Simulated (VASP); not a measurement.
# Si3F (P6_3/mmc) in VASP: notebook

The runs below take Si3F through single point, relaxation of cell and atoms, with PBE.

Everything below comes from runs of VASP 6.6.1. Logs are shortened: lines on timing, memory, paths and dates and some standing lists are left out, and cuts for length are marked.

**1. The cell of the first run**

Symmetry: P6_3/mmc, No. 194, hexagonal system. Conventional cell: a = 5.966 Å, b = 5.966 Å, c = 3.688 Å, α = 90.00°, β = 90.00°, γ = 120.00°. Within 3.3 Å of Si (site symmetry mm2) lie 4 F at 2.42 to 2.99 Å and 8 Si at 2.63 to 3.25 Å. F (site symmetry -6m2) has 12 Si at 2.42 to 2.99 Å within 3.2 Å.

**2. Single point, PBE**

INCAR

```
SYSTEM = Si3F
PREC = Accurate
ENCUT = 520
EDIFF = 1E-6
ISMEAR = 0
SIGMA = 0.1
LREAL = .FALSE.
LASPH = .TRUE.
NELM = 80
ALGO = Normal
ISIF = 2
LWAVE = .FALSE.
LCHARG = .FALSE.
GGA = PE
NBANDS = 29
```

KPOINTS

```
regular mesh
0
G
  3 3 6
  0 0 0
```

POSCAR

```
Si3F
1.0
    5.9664585490      0.0000000000      0.0000000000
   -2.9832292745      5.1671046741      0.0000000000
    0.0000000000      0.0000000000      3.6883095978
Si F
6 2
Direct
    0.3631993073      0.1816053150      0.2500000000
    0.1815939923      0.3631993073      0.7500000000
    0.8183946850      0.1815939923      0.2500000000
    0.6368006927      0.8183946850      0.7500000000
    0.8184060077      0.6368006927      0.2500000000
    0.1816053150      0.8184060077      0.7500000000
    0.3333333333      0.6666666667      0.2500000000
    0.6666666667      0.3333333333      0.7500000000
```

Potentials or basis: VASP PAW PBE potentials, release 64 (Si, F).

Command:

```sh
$ cat potpaw_PBE.64/Si/POTCAR potpaw_PBE.64/F/POTCAR > POTCAR
$ mpirun -np 1 vasp_std > vasp.out
```

OUTCAR:

```text
SYSTEM = Si3F
   PREC = Accurate
   ENCUT = 520
   EDIFF = 1E-6
   ISMEAR = 0
   LREAL = .FALSE.
   LASPH = .TRUE.
   NELM = 80
   ISIF = 2
   GGA = PE

 ion  position               nearest neighbor table
   1  0.363  0.182  0.250-   8 2.42   8 2.42   2 2.63   2 2.63   6 2.63   6 2.63   3 2.72   5 2.72

   2  0.182  0.363  0.750-   7 2.42   7 2.42   1 2.63   1 2.63   3 2.63   3 2.63   4 2.72   6 2.72

   3  0.818  0.182  0.250-   8 2.42   8 2.42   2 2.63   2 2.63   4 2.63   4 2.63   1 2.72   5 2.72

   4  0.637  0.818  0.750-   7 2.42   7 2.42   5 2.63   5 2.63   3 2.63   3 2.63   6 2.72   2 2.72

   5  0.818  0.637  0.250-   8 2.42   8 2.42   4 2.63   4 2.63   6 2.63   6 2.63   1 2.72   3 2.72

   6  0.182  0.818  0.750-   7 2.42   7 2.42   5 2.63   5 2.63   1 2.63   1 2.63   4 2.72   2 2.72

   7  0.333  0.667  0.250-   6 2.42   6 2.42   4 2.42   4 2.42   2 2.42   2 2.42
   8  0.667  0.333  0.750-   3 2.42   3 2.42   1 2.42   1 2.42   5 2.42   5 2.42

  LATTYP: Found a hexagonal cell.
 ALAT       =     5.9664585490
 C/A-ratio  =     0.6181740085

  Lattice vectors:

 A1 = (   5.9664585490,   0.0000000000,   0.0000000000)
 A2 = (  -2.9832292745,   5.1671046741,   0.0000000000)
 A3 = (   0.0000000000,   0.0000000000,   3.6883095978)

Analysis of symmetry for initial positions (statically):
=====================================================================
 Subroutine PRICEL returns:
 Original cell was already a primitive cell.

 Routine SETGRP: Setting up the symmetry group for a
 hexagonal supercell.

 Subroutine GETGRP returns: Found 12 space group operations
 (whereof  6 operations were pure point group operations)
 out of a pool of 24 trial point group operations.

The static configuration has the point symmetry S_6 .
 The point group associated with its full space group is C_6h.

Analysis of symmetry for dynamics (positions and initial velocities):
=====================================================================
 Subroutine PRICEL returns:
 Original cell was already a primitive cell.

 Routine SETGRP: Setting up the symmetry group for a
 hexagonal supercell.

 Subroutine GETGRP returns: Found 12 space group operations
 (whereof  6 operations were pure point group operations)
 out of a pool of 24 trial point group operations.

The dynamic configuration has the point symmetry S_6 .
 The point group associated with its full space group is C_6h.

 Subroutine INISYM returns: Found 12 space group operations
 (whereof  6 operations are pure point group operations),
 and found     1 'primitive' translations

----------------------------------------------------------------------------------------

                                     Primitive cell

  volume of cell :     113.7081

  direct lattice vectors                    reciprocal lattice vectors
     5.966458549  0.000000000  0.000000000     0.167603611  0.096765990  0.000000000
    -2.983229275  5.167104674  0.000000000     0.000000000  0.193531980  0.000000000
     0.000000000  0.000000000  3.688309598     0.000000000  0.000000000  0.271126914

  length of vectors
     5.966458549  5.966458549  3.688309598     0.193531980  0.193531980  0.271126914

  position of ions in fractional coordinates (direct lattice)
     0.363199307  0.181605315  0.250000000
     0.181593992  0.363199307  0.750000000
     0.818394685  0.181593992  0.250000000
     0.636800693  0.818394685  0.750000000
     0.818406008  0.636800693  0.250000000
     0.181605315  0.818406008  0.750000000
     0.333333333  0.666666667  0.250000000
     0.666666667  0.333333333  0.750000000

  ion indices of the primitive-cell ions
   primitive index   ion index
                 1           1
                 2           2
                 3           3
                 4           4
                 5           5
                 6           6
                 7           7
                 8           8

----------------------------------------------------------------------------------------

 KPOINTS: regular mesh

Automatic generation of k-mesh.
 Grid dimensions read from file:
 generate k-points for:    3    3    6

 Generating k-lattice:

  Cartesian coordinates                     Fractional coordinates (reciprocal lattice)
     0.055867870  0.032255330  0.000000000     0.333333333  0.000000000  0.000000000
     0.000000000  0.064510660  0.000000000     0.000000000  0.333333333  0.000000000
     0.000000000  0.000000000  0.045187819     0.000000000  0.000000000  0.166666667

  Length of vectors
     0.064510660  0.064510660  0.045187819

  Shift w.r.t. Gamma in fractional coordinates (k-lattice)
     0.000000000  0.000000000  0.000000000

 Subroutine IBZKPT returns following result:
 ===========================================

 Found     12 irreducible k-points:

 Following reciprocal coordinates:
            Coordinates               Weight
  0.000000  0.000000  0.000000      1.000000
  0.333333  0.000000  0.000000      6.000000
  0.333333  0.333333  0.000000      2.000000
  0.000000  0.000000  0.166667      2.000000
  0.333333  0.000000  0.166667     12.000000
  0.333333  0.333333  0.166667      4.000000
  0.000000  0.000000  0.333333      2.000000
  0.333333  0.000000  0.333333     12.000000
  0.333333  0.333333  0.333333      4.000000
  0.000000  0.000000  0.500000      1.000000
  0.333333  0.000000  0.500000      6.000000
  0.333333  0.333333  0.500000      2.000000
   k-points           NKPTS =     12   k-points in BZ     NKDIM =     12   number of bands    NBANDS=     29
   number of dos      NEDOS =    301   number of ions     NIONS =      8
   total plane-waves  NPLWV =  64512
   dimension x,y,z NGX =    48 NGY =   48 NGZ =   28
   dimension x,y,z NGXF=    96 NGYF=   96 NGZF=   56
   ions per type =               6   2
   NGX,Y,Z   is equivalent  to a cutoff of  13.37, 13.37, 12.62 a.u.
   NGXF,Y,Z  is equivalent  to a cutoff of  26.75, 26.75, 25.24 a.u.
 SYSTEM =  Si3F
   PREC   = accura    normal or accurate (medium, high low for compatibility)
   ISTART =      0    job   : 0-new  1-cont  2-samecut
   ICHARG =      2    charge: 1-file 2-atom 10-const
   ISPIN  =      1    spin polarized calculation?
   LNONCOLLINEAR =      F non collinear calculations
   LSORBIT =      F    spin-orbit coupling
   LASPH  =      T    aspherical Exc in radial PAW
   ENCUT  =  520.0 eV  38.22 Ry    6.18 a.u.  11.09 11.09  6.86*2*pi/ulx,y,z
   NELM   =     80;   NELMIN=  2; NELMDL= -5     # of ELM steps
   EDIFF  = 0.1E-05   stopping-criterion for ELM
   LREAL  =      F    real-space projection
   EDIFFG = 0.1E-04   stopping-criterion for IOM
   NSW    =      0    number of steps for IOM
   IBRION =     -1    ionic relax: 0-MD 1-quasi-New 2-CG
   NFREE  =      0    steps in history (QN), initial steepest desc. (CG)
   ISIF   =      2    stress and relaxation
   ISYM   =      2    0-nonsym 1-usesym 2-fastsym
   POTIM  = 0.5000    time-step for ionic-motion
   TEBEG  =    0.0;   TEEND  =   0.0 temperature during run
   PSTRESS=    0.0 pullay stress
   NELECT =      38.0000    total number of electrons
   NUPDOWN=      -1.0000    fix difference up-down
   EMIN   =  10.00;   EMAX   =-10.00  energy-range for DOS
   EFERMI =   0.00;   METHOD = LEGACY
   ISMEAR =     0;   SIGMA  =   0.10  broadening in eV -4-tet -1-fermi 0-gaus
   EFERMI_NEDOS =   21; number of points for ismear=-14 and -15
   IALGO  =     38    algorithm
   IMIX   =      4    mixing-type and parameters
     AMIX     =   0.40;   BMIX     =  1.00
     AMIX_MAG =   1.60;   BMIX_MAG =  1.00
  volume/ion in A,a.u.               =      14.21        95.92
  Fermi-wavevector in a.u.,A,eV,Ry     =   1.136071  2.146864 17.560470  1.290658
  Thomas-Fermi vector in A             =   2.272776
   LORBIT       =      0    0 simple, 1 ext, 2 COOP (PROOUT), +10 PAW based schemes
   GGA     = PE    functional components
   LHFCALC =     F    Hartree Fock is set to
   AEXX    =    0.0000 exact exchange contribution
   IVDW    =     0    specifies the selected vdW correction
   LEPSILON=     F    determine dielectric tensor
   LRPA    =     F    only Hartree local field effects (RPA)
 non-spin polarized calculation
 Gauss-broadening in eV      SIGMA  =   0.10
  energy-cutoff  :      520.00
  volume of cell :      113.71
 maximum number of plane-waves:      3110
 NGX is ok and might be reduce to    48
   NGX = 23   NGY = 23   NGZ = 13

 number of electron      38.0000011 magnetization

 Free energy of the ion-electron system (eV)
  ---------------------------------------------------
  ext. energy  EPLUGINS =         0.00000000
  ---------------------------------------------------
  free energy    TOTEN  =       -36.16971035 eV

  energy without entropy =      -36.15044753  energy(sigma->0) =      -36.16007894

 E-fermi :   7.2808     XC(G=0): -10.7498

 val. band max:        7.1647926160   @ k =   0.3333   0.0000   0.5000
 cond. band min:       7.3032061395   @ k =   0.3333   0.3333   0.3333
 fundamental gap:      0.1384135235
 Fermi energy:         7.2807817435

 k-point     1 :       0.0000    0.0000    0.0000
  band No.  band energies     occupation
      1     -16.1607      2.00000
      2     -16.0564      2.00000
      3      -4.0412      2.00000
      4      -1.0532      2.00000
      5      -1.0532      2.00000
      6      -0.5974      2.00000
[... 21 lines left out ...]
     28      12.2686      0.00000
     29      12.2686      0.00000

 k-point     2 :       0.3333    0.0000    0.0000
  band No.  band energies     occupation
      1     -16.1375      2.00000
      2     -16.0776      2.00000
      3      -3.8453      2.00000
      4      -2.2487      2.00000
      5      -1.8884      2.00000
      6       0.3365      2.00000
[... 312 lines left out ...]
 k-point    12 :       0.3333    0.3333    0.5000
  band No.  band energies     occupation
      1     -16.0318      2.00000
      2     -16.0318      2.00000
      3      -2.4125      2.00000
      4      -2.4125      2.00000
      5      -1.1325      2.00000
      6      -1.1325      2.00000
[... 21 lines left out ...]
     28      13.0507      0.00000
     29      14.4516      0.00000

------------------------ aborting loop because EDIFF is reached ----------------------------------------

  FORCE on cell =-STRESS in cart. coord.  units (eV):
  Direction    XX          YY          ZZ          XY          YZ          ZX
  --------------------------------------------------------------------------------------
  -------------------------------------------------------------------------------------
  Total       -0.0287648     -0.0287648     -0.0611773     -0.0000000     -0.0000000      0.0000000
  in kB       -0.4053043     -0.4053043     -0.8620051     -0.0000006     -0.0000000      0.0000000
  external PRESSURE =      -0.5575379 kB  Pullay stress =       0.0000000 kB

 VOLUME and BASIS-vectors are now :
 -----------------------------------------------------------------------------
  energy-cutoff  :      520.00
  volume of cell :      113.71
      direct lattice vectors                 reciprocal lattice vectors
     5.966458549  0.000000000  0.000000000     0.167603611  0.096765990  0.000000000
    -2.983229275  5.167104674  0.000000000     0.000000000  0.193531980  0.000000000
     0.000000000  0.000000000  3.688309598     0.000000000  0.000000000  0.271126914

 POSITION                                       TOTAL-FORCE (eV/Angst)
 -----------------------------------------------------------------------------------
      1.62524      0.93837      0.92208         0.003929      0.002190      0.000000
     -0.00003      1.87669      2.76623         0.000068      0.004498      0.000000
      4.34118      0.93832      0.92208        -0.003861      0.002308      0.000000
      1.35799      4.22873      2.76623        -0.003929     -0.002190     -0.000000
      2.98326      3.29042      0.92208        -0.000068     -0.004498     -0.000000
     -1.35795      4.22879      2.76623         0.003861     -0.002308      0.000000
     -0.00000      3.44474      0.92208         0.000000      0.000000      0.000000
      2.98323      1.72237      2.76623         0.000000      0.000000      0.000000
 -----------------------------------------------------------------------------------
    total drift:                                0.000000     -0.000000      0.000000

  FREE ENERGIE OF THE ION-ELECTRON SYSTEM (eV)
  ---------------------------------------------------
  free  energy   TOTEN  =       -36.1697103536 eV

  energy  without entropy=      -36.1504475332  energy(sigma->0) =      -36.16007894
```

It took 19 s on 1 thread of Intel Xeon 6975P-C (Granite Rapids), shared host; peak memory 0.23 GiB.

Results:

* Free energy: -36.1697 eV
* Pressure: -0.1 GPa
* Largest force: 0.004 eV/Å
* Band gap on the k mesh: zero (bands 19 and 20 overlap by 2.57 eV)

Forces in eV/Å, atoms in the order of the input:
```
Si   0.004  0.002  0.000
Si   0.000  0.004  0.000
Si  -0.004  0.002  0.000
Si  -0.004 -0.002  0.000
Si   0.000 -0.004  0.000
Si   0.004 -0.002  0.000
F    0.000  0.000  0.000
F    0.000  0.000  0.000
```

Levels at points of the mesh, in eV from the Fermi level:
```
           k point  band 15  band 16  band 17  band 18  band 19  band 20  band 21  band 22  band 23  band 24
(0.00, 0.00, 0.00)    -2.40    -0.74     1.02     1.02     1.43     1.48     2.21     2.21     3.04     3.04
(0.00, 0.00, 0.50)    -1.56    -1.56    -1.56    -1.56    -0.83    -0.83     2.74     2.74     3.80     3.80
```

Caveat: the k points lie up to 0.41 Å⁻¹ apart, too coarse for converged energies and pressures of a metal.

**3. Single point, PBE**

INCAR

```
ALGO     = Normal         # electronic algorithm
EDIFF    = 1E-6           # SCF threshold, eV
ENCUT    = 520            # plane-wave cutoff, eV
GGA      = PE             # functional
ISIF     = 2              # what is computed and relaxed
ISMEAR   = 0              # smearing method
LASPH    = T              # aspherical terms in the spheres
LCHARG   = F              # write CHGCAR
LREAL    = F              # projectors in reciprocal space
LWAVE    = F              # write WAVECAR
NBANDS   = 29             # bands
NELM     = 60             # most SCF steps
PREC     = Accurate       # precision mode
SIGMA    = 0.1            # smearing width, eV
```

KPOINTS

```
k-points
0
Gamma
  6 6 10
```

POSCAR

```
Si3F
1.0
    5.9182949371      0.0000000000      0.0000000000
   -2.9591474685      5.1253937626      0.0000000000
    0.0000000000      0.0000000000      3.7467120462
Si F
6 2
Direct
    0.3628921928      0.1814460964      0.2500000000
    0.1814460964      0.3628921928      0.7500000000
    0.8185539036      0.1814460964      0.2500000000
    0.6371078072      0.8185539036      0.7500000000
    0.8185539036      0.6371078072      0.2500000000
    0.1814460964      0.8185539036      0.7500000000
    0.3333333333      0.6666666667      0.2500000000
    0.6666666667      0.3333333333      0.7500000000
```

Potentials or basis: VASP PAW PBE potentials, release 64 (Si, F).

Command:

```sh
$ cat potpaw_PBE.64/Si/POTCAR potpaw_PBE.64/F/POTCAR > POTCAR
$ mpirun -np 1 vasp_std > vasp.out
```

It took 55 s on 1 thread of Intel Xeon 6975P-C (Granite Rapids), shared host; peak memory 0.28 GiB.

Results (log left out):

| Item | Value |
| --- | --- |
| Free energy | -36.1305 eV |
| Pressure | -0.1 GPa |
| Band gap on the k mesh | zero (bands 19 and 20 overlap by 2.26 eV) |

Levels at points of the mesh, in eV from the Fermi level:
| k point | band 17 | band 18 | band 19 | band 20 | band 21 | band 22 |
| --- | --- | --- | --- | --- | --- | --- |
| (0.00, 0.00, 0.00) | 0.74 | 0.74 | 1.03 | 1.55 | 1.94 | 1.94 |
| (0.50, 0.00, 0.00) | -1.49 | -0.49 | 0.14 | 0.25 | 0.54 | 1.67 |
| (0.00, 0.00, 0.50) | -1.58 | -1.58 | -1.09 | -1.09 | 2.55 | 2.55 |
| (0.50, 0.00, 0.50) | -0.80 | -0.80 | 0.48 | 0.48 | 0.83 | 0.83 |

**4. Relaxation of cell and atoms, PBE**

INCAR

```
  PREC = Accurate
  ENCUT = 600
  EDIFF = 1E-7
  ISMEAR = 0
  SIGMA = 0.1
  LREAL = False
  LASPH = True
  NELM = 60
  ALGO = Normal
  ISIF = 3
  LWAVE = False
  LCHARG = False
  GGA = PE
  IBRION = 2
  NSW = 100
  EDIFFG = -0.01
```

KPOINTS

```
regular mesh
0
Gamma
  6 6 10
```

POSCAR

```
Si3F
1.0
    5.9664585490      0.0000000000      0.0000000000
   -2.9832292745      5.1671046741      0.0000000000
    0.0000000000      0.0000000000      3.6883095978
Si F
6 2
Direct
    0.3631993073      0.1815996537      0.2500000000
    0.1815996537      0.3631993073      0.7500000000
    0.8184003463      0.1815996537      0.2500000000
    0.6368006927      0.8184003463      0.7500000000
    0.8184003463      0.6368006927      0.2500000000
    0.1815996537      0.8184003463      0.7500000000
    0.3333333333      0.6666666667      0.2500000000
    0.6666666667      0.3333333333      0.7500000000
```

Command:

```sh
$ cat potpaw_PBE.64/Si/POTCAR potpaw_PBE.64/F/POTCAR > POTCAR
$ mpirun -np 1 vasp_std > vasp.out
```

Wall time 3.7 min (1 thread of Intel Xeon 6975P-C (Granite Rapids), shared host); peak memory 0.32 GiB.

It converged, with:

```
Free energy                           : -36.1345 eV
Relaxed volume                        : 14.18 Å³/atom
Relaxed cell                          : a = 5.914 Å, b = 5.914 Å, c = 3.747 Å, α = 90.00°, β = 90.00°, γ = 120.00°
Space group after relaxing (to 0.1 Å) : P6_3/mmc (No. 194)
Energy gained by relaxing             : 1.8 meV/atom
Ionic steps                           : 7
Pressure after relaxing               : 0.0 GPa
Band gap on the k mesh                : zero (bands 19 and 20 overlap by 2.25 eV)
```

The path:
| step | energy change (eV) | largest force (eV/Å) | pressure (GPa) | volume (Å³) |
| --- | --- | --- | --- | --- |
| 1 | 0.0000 | 0.0629 | 0.20 | 113.71 |
| 2 | -0.0102 | 0.0171 | -0.21 | 114.00 |
| 3 | -0.0128 | 0.0178 | -0.55 | 114.23 |
| 4 | -0.0144 | 0.0175 | 0.08 | 113.36 |
| 5 | -0.0144 | 0.0176 | 0.02 | 113.44 |
| 6 | -0.0145 | 0.0127 | 0.02 | 113.45 |
| 7 | -0.0146 | 0.0005 | 0.00 | 113.47 |

Final structure:
```cif
data_structure
_symmetry_space_group_name_H-M 'P 1'
_symmetry_Int_Tables_number 1
_cell_length_a 5.9137
_cell_length_b 5.9137
_cell_length_c 3.7465
_cell_angle_alpha 90.000
_cell_angle_beta 90.000
_cell_angle_gamma 120.000
_cell_volume 113.47
loop_
_atom_site_label
_atom_site_type_symbol
_atom_site_fract_x
_atom_site_fract_y
_atom_site_fract_z
_atom_site_occupancy
Si1 Si 0.36283 0.18142 0.25000 1
Si2 Si 0.18142 0.36283 0.75000 1
Si3 Si 0.81858 0.18142 0.25000 1
Si4 Si 0.63717 0.81858 0.75000 1
Si5 Si 0.81858 0.63717 0.25000 1
Si6 Si 0.18142 0.81858 0.75000 1
F1 F 0.33333 0.66667 0.25000 1
F2 F 0.66667 0.33333 0.75000 1
```

Levels at points of the mesh, in eV from the Fermi level:
| k point | band 16 | band 17 | band 18 | band 19 | band 20 | band 21 | band 22 | band 23 |
| --- | --- | --- | --- | --- | --- | --- | --- | --- |
| (0.00, 0.00, 0.00) | -1.04 | 0.74 | 0.74 | 1.02 | 1.56 | 1.94 | 1.94 | 2.77 |
| (0.50, 0.00, 0.00) | -1.52 | -1.49 | -0.49 | 0.15 | 0.24 | 0.54 | 1.67 | 2.51 |
| (0.00, 0.00, 0.50) | -1.58 | -1.58 | -1.58 | -1.09 | -1.09 | 2.55 | 2.55 | 3.86 |
| (0.50, 0.00, 0.50) | -2.29 | -0.80 | -0.80 | 0.48 | 0.48 | 0.83 | 0.83 | 1.05 |

**5. Overview**

```csv
task,cell,k mesh,cutoff (eV),gap on the mesh (eV),pressure (GPa)
single point,"a = 5.966, b = 5.966, c = 3.688 Å, angles 90.0, 90.0, 120.0°, 8 atoms",3 × 3 × 6,520,none,-0.1
single point,"a = 5.918, b = 5.918, c = 3.747 Å, angles 90.0, 90.0, 120.0°, 8 atoms",6 × 6 × 10,520,none,-0.1
relaxation of cell and atoms,"relaxed from a = 5.966, b = 5.966, c = 3.688 Å, angles 90.0, 90.0, 120.0°, 8 atoms",6 × 6 × 10,600,none,0.0
```

Alike in all rows: level PBE; potentials or basis VASP PAW PBE potentials, release 64 (Si, F); no spin polarisation; smearing gaussian 0.1 eV.

Caveats: some runs use coarse meshes.

Total energies depend on the potentials used, so only differences within one code and one set of settings carry meaning.
